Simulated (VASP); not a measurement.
Set up this calculation in VASP 6.6.1, as the native input.

* Task: electric field gradients
* Functional: PBEsol
* Potentials or basis: VASP PAW PBE potentials, release 64 (Hf_pv)
* Cutoff: 520 eV
* k mesh: 16 × 16 × 16
* Occupations: fermi-dirac, width 0.08 eV
* Spin: no spin polarisation
* Dipole correction: no
* Further INCAR settings: ALGO = Normal; EDIFF = 1e-08; NBANDS = 11

The structure of Hf lies in POSCAR:

```
Hf
1.0
   -1.8050000000      1.8050000000      1.7869500000
    1.8050000000     -1.8050000000      1.7869500000
    1.8050000000      1.8050000000     -1.7869500000
Hf
1
Direct
    0.0000000000      0.0000000000      0.0000000000
```

This isn't the form of Hf at room conditions, which is hcp.

This cell differs from its parent crystal: zz strain of -1 %.

One way to write it, as run:

INCAR

```
SYSTEM = Hf
PREC = Accurate
ENCUT = 520
EDIFF = 1E-8
ISMEAR = -1
SIGMA = 0.08
LREAL = .FALSE.
LASPH = .TRUE.
NELM = 60
ALGO = Normal
ISIF = 2
LWAVE = .FALSE.
LCHARG = .FALSE.
GGA = PS
LEFG = .TRUE.
NBANDS = 11
```

KPOINTS

```
Automatic mesh
0
G
  16 16 16
  0 0 0
```

Potentials or basis: VASP PAW PBE potentials, release 64 (Hf_pv).

The run is started by

```bash
$ cat potpaw_PBE.64/Hf_pv/POTCAR > POTCAR
$ mpirun -np 1 vasp_std > vasp.out
```

It gave:

```json
{
 "Pressure": "-8.4 GPa",
 "Band gap on the k mesh": "zero (bands 5 and 6 overlap by 2.17 eV)",
 "Largest electric field gradient by atom": "zero within the noise of the run"
}
```

Caveat: the cell differs from its parent crystal (zz strain of -1 %); the cell stands under tension; the PAW data sets were made with another functional, which shifts forces and pressure a little; spin-orbit coupling is left out, which moves the levels of the heavy elements.

It took 33 s on 1 thread of Intel(R) Xeon(R) 6975P-C (Granite Rapids), on a shared host, peak memory 0.21 GiB.
